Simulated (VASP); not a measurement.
# BN2 (P3m1) in VASP: single point with PBE

Aim: the single point of BN2 with PBE.

All numbers are computed with VASP 6.6.1; they aren't measurements. Logs are shortened: lines on timing, memory, paths and dates and some standing lists are left out, and cuts for length are marked.

### Step 1. The cell of the first run

It takes space group P3m1 (No. 156, trigonal). Conventional cell: a = 2.554 Å, b = 2.554 Å, c = 4.227 Å, α = 90.00°, β = 90.00°, γ = 120.00°. B (site symmetry 3m) has 4 N at 1.57 to 1.58 Å within 2.1 Å. N (site symmetry 3m) has 1 B at 1.58 Å within 2.1 Å. Within 2.1 Å of N (site symmetry 3m) lie 3 B at 1.57 Å.

### Step 2. Single point, PBE

Contents of INCAR:

```
SYSTEM = BN2
ALGO = Normal
EDIFF = 1E-6
ENCUT = 520
GGA = PE
ISIF = 2
ISMEAR = 1
LASPH = .True.
LCHARG = .True.
LELF = .True.
LREAL = .False.
LVHAR = .True.
LWAVE = .False.
NBANDS = 14
NELECT = 12.9
NELM = 80
PREC = Accurate
SIGMA = 0.057
```

Contents of KPOINTS:

```
k-points
0
Gamma
  6 6 4
  0 0 0
```

Contents of POSCAR:

```
BN2
1.0
    2.5539396017      0.0000000000      0.0000000000
   -1.2769698009      2.2117765748      0.0000000000
    0.0000000000      0.0000000000      4.2268550000
B N
1 2
Direct
    0.6666666667      0.3333333333      0.9997240000
    0.6666666667      0.3333333333      0.6252760000
    0.3333333333      0.6666666667      0.1252760000
```

Potentials or basis: VASP PAW PBE potentials, release 64 (B, N).

Started as:

```console
> cat potpaw_PBE.64/B/POTCAR potpaw_PBE.64/N/POTCAR > POTCAR
> mpirun -np 1 vasp_std > vasp.out
```

OUTCAR:

```text
SYSTEM = BN2
   EDIFF = 1E-6
   ENCUT = 520
   GGA = PE
   ISIF = 2
   ISMEAR = 1
   LASPH = .True.
   LREAL = .False.
   NELECT = 12.9
   NELM = 80
   PREC = Accurate

 ion  position               nearest neighbor table
   1  0.667  0.333  1.000-   3 1.57   3 1.57   3 1.57   2 1.58
   2  0.667  0.333  0.625-   1 1.58
   3  0.333  0.667  0.125-   1 1.57   1 1.57   1 1.57

  LATTYP: Found a hexagonal cell.
 ALAT       =     2.5539396017
 C/A-ratio  =     1.6550332659

  Lattice vectors:

 A1 = (   2.5539396017,   0.0000000000,   0.0000000000)
 A2 = (  -1.2769698009,   2.2117765748,   0.0000000000)
 A3 = (   0.0000000000,   0.0000000000,   4.2268550000)

Analysis of symmetry for initial positions (statically):
=====================================================================
 Subroutine PRICEL returns:
 Original cell was already a primitive cell.

 Routine SETGRP: Setting up the symmetry group for a
 hexagonal supercell.

 Subroutine GETGRP returns: Found  6 space group operations
 (whereof  6 operations were pure point group operations)
 out of a pool of 24 trial point group operations.

The static configuration has the point symmetry C_3v.

Analysis of symmetry for dynamics (positions and initial velocities):
=====================================================================
 Subroutine PRICEL returns:
 Original cell was already a primitive cell.

 Routine SETGRP: Setting up the symmetry group for a
 hexagonal supercell.

 Subroutine GETGRP returns: Found  6 space group operations
 (whereof  6 operations were pure point group operations)
 out of a pool of 24 trial point group operations.

The dynamic configuration has the point symmetry C_3v.

 Subroutine INISYM returns: Found  6 space group operations
 (whereof  6 operations are pure point group operations),
 and found     1 'primitive' translations

----------------------------------------------------------------------------------------

                                     Primitive cell

  volume of cell :      23.8764

  direct lattice vectors                    reciprocal lattice vectors
     2.553939602  0.000000000  0.000000000     0.391551938  0.226062617  0.000000000
    -1.276969801  2.211776575  0.000000000     0.000000000  0.452125233  0.000000000
     0.000000000  0.000000000  4.226855000     0.000000000  0.000000000  0.236582518

  length of vectors
     2.553939602  2.553939602  4.226855000     0.452125233  0.452125233  0.236582518

  position of ions in fractional coordinates (direct lattice)
     0.666666667  0.333333333  0.999724000
     0.666666667  0.333333333  0.625276000
     0.333333333  0.666666667  0.125276000

  ion indices of the primitive-cell ions
   primitive index   ion index
                 1           1
                 2           2
                 3           3

----------------------------------------------------------------------------------------

 KPOINTS: k-points

Automatic generation of k-mesh.
 Grid dimensions read from file:
 generate k-points for:    6    6    4

 Generating k-lattice:

  Cartesian coordinates                     Fractional coordinates (reciprocal lattice)
     0.065258656  0.037677103  0.000000000     0.166666667  0.000000000  0.000000000
     0.000000000  0.075354206  0.000000000     0.000000000  0.166666667  0.000000000
     0.000000000  0.000000000  0.059145630     0.000000000  0.000000000  0.250000000

  Length of vectors
     0.075354206  0.075354206  0.059145630

  Shift w.r.t. Gamma in fractional coordinates (k-lattice)
     0.000000000  0.000000000  0.000000000

 Subroutine IBZKPT returns following result:
 ===========================================

 Found     24 irreducible k-points:

 Following reciprocal coordinates:
            Coordinates               Weight
  0.000000  0.000000  0.000000      1.000000
  0.166667  0.000000  0.000000      6.000000
  0.333333  0.000000  0.000000      6.000000
  0.500000  0.000000  0.000000      3.000000
  0.166667  0.166667  0.000000      6.000000
  0.333333  0.166667  0.000000     12.000000
[... 16 lines left out ...]
  0.333333  0.166667  0.500000     12.000000
  0.333333  0.333333  0.500000      2.000000
   k-points           NKPTS =     24   k-points in BZ     NKDIM =     24   number of bands    NBANDS=     14
   number of dos      NEDOS =    301   number of ions     NIONS =      3
   total plane-waves  NPLWV =  12800
   dimension x,y,z NGX =    20 NGY =   20 NGZ =   32
   dimension x,y,z NGXF=    40 NGYF=   40 NGZF=   64
   ions per type =               1   2
   NGX,Y,Z   is equivalent  to a cutoff of  13.02, 13.02, 12.59 a.u.
   NGXF,Y,Z  is equivalent  to a cutoff of  26.04, 26.04, 25.17 a.u.
 SYSTEM =  BN2
   PREC   = accura    normal or accurate (medium, high low for compatibility)
   ISTART =      0    job   : 0-new  1-cont  2-samecut
   ICHARG =      2    charge: 1-file 2-atom 10-const
   ISPIN  =      1    spin polarized calculation?
   LNONCOLLINEAR =      F non collinear calculations
   LSORBIT =      F    spin-orbit coupling
   LASPH  =      T    aspherical Exc in radial PAW
   ENCUT  =  520.0 eV  38.22 Ry    6.18 a.u.   4.75  4.75  7.86*2*pi/ulx,y,z
   NELM   =     80;   NELMIN=  2; NELMDL= -5     # of ELM steps
   EDIFF  = 0.1E-05   stopping-criterion for ELM
   LREAL  =      F    real-space projection
   EDIFFG = 0.1E-04   stopping-criterion for IOM
   NSW    =      0    number of steps for IOM
   IBRION =     -1    ionic relax: 0-MD 1-quasi-New 2-CG
   NFREE  =      0    steps in history (QN), initial steepest desc. (CG)
   ISIF   =      2    stress and relaxation
   ISYM   =      2    0-nonsym 1-usesym 2-fastsym
   POTIM  = 0.5000    time-step for ionic-motion
   TEBEG  =    0.0;   TEEND  =   0.0 temperature during run
   PSTRESS=    0.0 pullay stress
   NELECT =      12.9000    total number of electrons
   NUPDOWN=      -1.0000    fix difference up-down
   EMIN   =  10.00;   EMAX   =-10.00  energy-range for DOS
   EFERMI =   0.00;   METHOD = LEGACY
   ISMEAR =     1;   SIGMA  =   0.06  broadening in eV -4-tet -1-fermi 0-gaus
   EFERMI_NEDOS =   21; number of points for ismear=-14 and -15
   IALGO  =     38    algorithm
   IMIX   =      4    mixing-type and parameters
     AMIX     =   0.40;   BMIX     =  1.00
     AMIX_MAG =   1.60;   BMIX_MAG =  1.00
  volume/ion in A,a.u.               =       7.96        53.71
  Fermi-wavevector in a.u.,A,eV,Ry     =   1.333363  2.519690 24.189203  1.777856
  Thomas-Fermi vector in A             =   2.462227
   LORBIT       =      0    0 simple, 1 ext, 2 COOP (PROOUT), +10 PAW based schemes
   GGA     = PE    functional components
   LHFCALC =     F    Hartree Fock is set to
   AEXX    =    0.0000 exact exchange contribution
   IVDW    =     0    specifies the selected vdW correction
   LEPSILON=     F    determine dielectric tensor
   LRPA    =     F    only Hartree local field effects (RPA)
 non-spin polarized calculation
 Methfessel and Paxton  Order N= 1 SIGMA  =   0.06
  energy-cutoff  :      520.00
  volume of cell :       23.88
 maximum number of plane-waves:       660
 NGX is ok and might be reduce to    20
   NGX =  9   NGY =  9   NGZ = 15

 number of electron      12.9000000 magnetization

 Free energy of the ion-electron system (eV)
  ---------------------------------------------------
  ext. energy  EPLUGINS =         0.00000000
  ---------------------------------------------------
  free energy    TOTEN  =       -20.70731554 eV

  energy without entropy =      -20.70720257  energy(sigma->0) =      -20.70727788

 E-fermi :   3.5904     XC(G=0): -11.4840

 val. band max:        3.5586993251   @ k =   0.1667   0.1667   0.5000
 cond. band min:       3.6047257114   @ k =   0.3333   0.0000   0.5000
 fundamental gap:      0.0460263863
 Fermi energy:         3.5903923665

 k-point     1 :       0.0000    0.0000    0.0000
  band No.  band energies     occupation
      1     -14.7567      2.00000
      2     -10.4259      2.00000
      3      -3.5121      2.00000
      4       2.8397      2.00000
      5       2.8397      2.00000
      6       5.1241      0.00000
      7       5.5196      0.00000
      8       5.5196      0.00000
      9      14.3512      0.00000
     10      14.3512      0.00000
     11      14.7462      0.00000
     12      15.9564      0.00000
     13      20.0851      0.00000
     14      23.3271      0.00000

 k-point     2 :       0.1667    0.0000    0.0000
  band No.  band energies     occupation
      1     -14.1891      2.00000
      2     -10.0512      2.00000
      3      -2.9462      2.00000
      4       0.7283      2.00000
      5       2.0197      2.00000
      6       4.0674     -0.00000
      7       4.9765      0.00000
      8       5.3227      0.00000
      9      13.6917      0.00000
     10      15.6001      0.00000
     11      16.1796      0.00000
     12      16.7992      0.00000
     13      20.7990      0.00000
     14      22.2879      0.00000

 k-point     3 :       0.3333    0.0000    0.0000
  band No.  band energies     occupation
      1     -12.6148      2.00000
      2      -9.3330      2.00000
      3      -2.7748      2.00000
      4      -1.3580      2.00000
      5       0.7825      2.00000
      6       1.5095      2.00000
      7       3.9094     -0.00000
      8       4.8577      0.00000
      9      12.6407      0.00000
     10      16.2995      0.00000
     11      17.3880      0.00000
     12      18.2940      0.00000
     13      20.3239      0.00000
     14      21.9592      0.00000
[... 324 lines left out ...]
 k-point    23 :       0.3333    0.1667    0.5000
  band No.  band energies     occupation
      1     -11.0430      2.00000
      2      -9.4978      2.00000
      3      -4.1396      2.00000
      4      -1.2467      2.00000
      5      -0.4221      2.00000
      6       2.0368      2.00000
      7       2.7488      2.00000
      8       4.3770     -0.00000
      9      13.2276      0.00000
     10      15.5907      0.00000
     11      17.0943      0.00000
     12      18.6601      0.00000
     13      21.0695      0.00000
     14      22.5713      0.00000

 k-point    24 :       0.3333    0.3333    0.5000
  band No.  band energies     occupation
      1     -10.2404      2.00000
      2      -9.2517      2.00000
      3      -3.6579      2.00000
      4      -3.3074      2.00000
      5      -0.2602      2.00000
      6       1.1641      2.00000
      7       2.3371      2.00000
      8       4.5600     -0.00000
      9      14.5988      0.00000
     10      14.9852      0.00000
     11      18.0704      0.00000
     12      19.3457      0.00000
     13      20.0124      0.00000
     14      22.9254      0.00000

------------------------ aborting loop because EDIFF is reached ----------------------------------------

  FORCE on cell =-STRESS in cart. coord.  units (eV):
  Direction    XX          YY          ZZ          XY          YZ          ZX
  --------------------------------------------------------------------------------------
  -------------------------------------------------------------------------------------
  Total       -1.9313591     -1.9313591     -5.1493259      0.0000000     -0.0000000      0.0000000
  in kB     -129.5998173   -129.5998173   -345.5347528      0.0000000     -0.0000000      0.0000000
  external PRESSURE =    -201.5781292 kB  Pullay stress =       0.0000000 kB

 VOLUME and BASIS-vectors are now :
 -----------------------------------------------------------------------------
  energy-cutoff  :      520.00
  volume of cell :       23.88
      direct lattice vectors                 reciprocal lattice vectors
     2.553939602  0.000000000  0.000000000     0.391551938  0.226062617  0.000000000
    -1.276969801  2.211776575  0.000000000     0.000000000  0.452125233  0.000000000
     0.000000000  0.000000000  4.226855000     0.000000000  0.000000000  0.236582518

 POSITION                                       TOTAL-FORCE (eV/Angst)
 -----------------------------------------------------------------------------------
      1.27697      0.73726      4.22569         0.000000      0.000000      2.176367
      1.27697      0.73726      2.64295         0.000000      0.000000      1.747123
     -0.00000      1.47452      0.52952        -0.000000     -0.000000     -3.923490
 -----------------------------------------------------------------------------------
    total drift:                                0.000000      0.000000      0.000244

  FREE ENERGIE OF THE ION-ELECTRON SYSTEM (eV)
  ---------------------------------------------------
  free  energy   TOTEN  =       -20.7073155373 eV

  energy  without entropy=      -20.7072025667  energy(sigma->0) =      -20.70727788
```

It took 7.5 s on 1 thread of Intel Xeon Platinum 8488C (Sapphire Rapids), shared host; peak memory 0.13 GiB.

Results:

```yaml
Free_energy: -20.7073 eV
Largest_force: 3.923 eV/Å
```

Forces in eV/Å, atoms in the order of the input:
```
B    0.000  0.000  2.176
N    0.000  0.000  1.747
N    0.000  0.000 -3.923
```

Levels at points of the mesh, in eV from the Fermi level:
| k point | band 2 | band 3 | band 4 | band 5 | band 6 | band 7 | band 8 | band 9 | band 10 | band 11 |
| --- | --- | --- | --- | --- | --- | --- | --- | --- | --- | --- |
| (0.00, 0.00, 0.00) | -14.02 | -7.10 | -0.75 | -0.75 | 1.53 | 1.93 | 1.93 | 10.76 | 10.76 | 11.16 |
| (0.50, 0.00, 0.00) | -13.07 | -7.85 | -3.62 | -3.43 | -3.31 | -0.87 | 1.03 | 8.49 | 12.10 | 14.29 |
| (0.00, 0.00, 0.50) | -15.33 | -3.52 | -2.10 | -0.64 | -0.64 | 1.78 | 1.78 | 10.68 | 10.68 | 11.33 |
| (0.50, 0.00, 0.50) | -13.14 | -8.56 | -4.86 | -3.15 | -1.65 | 0.22 | 0.67 | 7.90 | 11.43 | 14.27 |

Caveat: the k points lie up to 0.47 Å⁻¹ apart; the cell carries a net charge on a neutralising background, which shifts energy and pressure; the cell is charged against a uniform background, so pressure and absolute levels hang on convention; forces of over 1 eV/Å act on the atoms, so gaps and moduli don't describe the material at rest.
